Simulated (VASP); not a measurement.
Input of a VASP 6.6.1 run:

The input INCAR:

```
PREC = Accurate
ENCUT = 600
EDIFF = 1E-6
ISMEAR = 0
SIGMA = 0.1
LREAL = F
LASPH = T
NELM = 150
ALGO = Normal
ISIF = 3
LWAVE = F
LCHARG = F
ISPIN = 2
MAGMOM = 2.25 0 0 0.04 0.04
LORBIT = 11
LMAXMIX = 4
GGA = PE
IBRION = 2
NSW = 90
EDIFFG = -0.04
```

File KPOINTS:

```
Automatic mesh
0
Gamma
  4 4 4
```

POSCAR

```
WCl2F2
1.0
    4.2931998000      0.0000000000      0.0000000000
    0.0000000000      4.2931998000      0.0000000000
    0.0000000000      0.0000000000      5.8235991200
W Cl F
1 2 2
Direct
    0.0000000000      0.0000000000      0.0000000000
    0.0000000000      0.5000000000      0.5000000000
    0.5000000000      0.0000000000      0.5000000000
    0.5000000000      0.5000000000      0.2399999900
    0.5000000000      0.5000000000      0.7600000100
```

Potentials or basis: VASP PAW PBE potentials, release 64 (W_sv, Cl, F).

The run is started by

```sh
$ cat potpaw_PBE.64/W_sv/POTCAR potpaw_PBE.64/Cl/POTCAR potpaw_PBE.64/F/POTCAR > POTCAR
$ mpirun -np 1 vasp_std > vasp.out
```

(1) Predict the site moments.

(2) Estimate the space group after relaxing (to 0.1 Å).

Results:

(1) W +2.35; Cl -0.08; F -0.00 μB.

(2) P4/mmm (No. 123).

Caveat: the k points lie up to 0.47 Å⁻¹ apart in the final cell.
